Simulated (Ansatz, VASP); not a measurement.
# Two plane-wave programs on N

Contents of INCAR:

```
  PREC = Accurate
  ENCUT = 520
  EDIFF = 1E-7
  ISMEAR = 0
  SIGMA = 0.005
  LREAL = F
  LASPH = T
  NELM = 80
  ALGO = Normal
  ISIF = 2
  LWAVE = F
  LCHARG = F
  GGA = PE
  IVDW = 12
  IBRION = 2
  NSW = 100
  EDIFFG = -0.01
  ISYM = 0
```

File KPOINTS:

```
regular mesh
0
Gamma
  1 1 1
```

Contents of POSCAR:

```
N
1.0
   15.0000000000      0.0000000000      0.0000000000
    0.0000000000     15.5000000000      0.0000000000
    0.0000000000      0.0000000000     16.0000000000
N
2
Direct
    0.5017982093      0.4990469909      0.4667333543
    0.4982017907      0.5009530091      0.5332666457
```

Input for Ansatz:

```yaml
crystal:
  lattice:
    - [15.0, 0.0, 0.0]
    - [0.0, 15.5, 0.0]
    - [0.0, 0.0, 16.0]
  atoms:
    - { symbol: "N", position: [0.5017982093, 0.4990469909, 0.4667333543] }
    - { symbol: "N", position: [0.4982017907, 0.5009530091, 0.5332666457] }
  symmetry: { detect: false }
basis:
  ecutwfc: 420
kpoints:
  mp_grid: { grid: [1, 1, 1] }
hamiltonian:
  xc: pbe
  dispersion: d3bj
scf:
  occupations: { method: gaussian, width: 0.005 }
output:
  forces: true
  eigenvalues: true
relax:
  adjacent_minimum: "off"
  f_tol: 0.01
  max_steps: 80
```

Alike in both runs: task relaxation of the atoms; functional PBE; dispersion D3(BJ); k mesh 1 × 1 × 1; occupations gaussian, width 0.005 eV; no spin polarisation.

|  | VASP | Ansatz |
| --- | --- | --- |
| version | VASP 6.6.1 | Ansatz 0.2.0 |
| potentials or method | VASP PAW PBE potentials, release 64 (N), cutoff 520 eV | scalar-relativistic, plane waves, PAW |
| valence electrons in the cell | 10 | 10 |

Ansatz gave:

- gap on the k mesh at the Fermi level, each at its own relaxed structure (eV): 8.24

**Question.** Estimate VASP's values.

**Answer.** gap on the k mesh at the Fermi level, each at its own relaxed structure (eV): 8.07.

Noted on VASP's run: the standard files for N, O and F lose accuracy on very short bonds.
